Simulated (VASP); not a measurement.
A run of VASP 6.6.1:

The input INCAR:

```
SYSTEM = CaO
PREC = Accurate ; ENCUT = 600
EDIFF = 1E-6 ; ISMEAR = 0
SIGMA = 0.1 ; LREAL = .False.
LASPH = .True. ; NELM = 60
ALGO = Normal ; ISIF = 3
LWAVE = .False. ; LCHARG = .False.
GGA = PE ; IBRION = 2
NSW = 90 ; EDIFFG = -0.04
```

File KPOINTS:

```
regular mesh
0
Gamma
  8 8 8
  0 0 0
```

The input POSCAR:

```
CaO
1.0
   -1.5711316400      1.5711316400      5.3164580300
    1.5711316400     -1.5711316400      5.3164580300
    1.5711316400      1.5711316400     -5.3164580300
Ca O
2 2
Direct
    0.5420000000      0.5420000000      0.0000000000
    0.2920000000      0.7920000000      0.5000000000
    0.9580000000      0.9580000000      0.0000000000
    0.7080000000      0.2080000000      0.5000000000
```

Potentials or basis: VASP PAW PBE potentials, release 64 (Ca_sv, O).

The run is started by

```sh
$ cat potpaw_PBE.64/Ca_sv/POTCAR potpaw_PBE.64/O/POTCAR > POTCAR
$ mpirun -np 1 vasp_std > vasp.out
```

Hardware: 1 thread of Intel(R) Xeon(R) Platinum 8259CL CPU @ 2.50GHz (Skylake/Cascade Lake), with other jobs on the host.

Q: Estimate the wall time of this run.

A: Run time: 13 min on 1 thread of Intel(R) Xeon(R) Platinum 8259CL CPU @ 2.50GHz (Skylake/Cascade Lake) (shared host), peak memory 0.36 GiB. Counts: scf iterations 63, k points 59, ion steps 7.
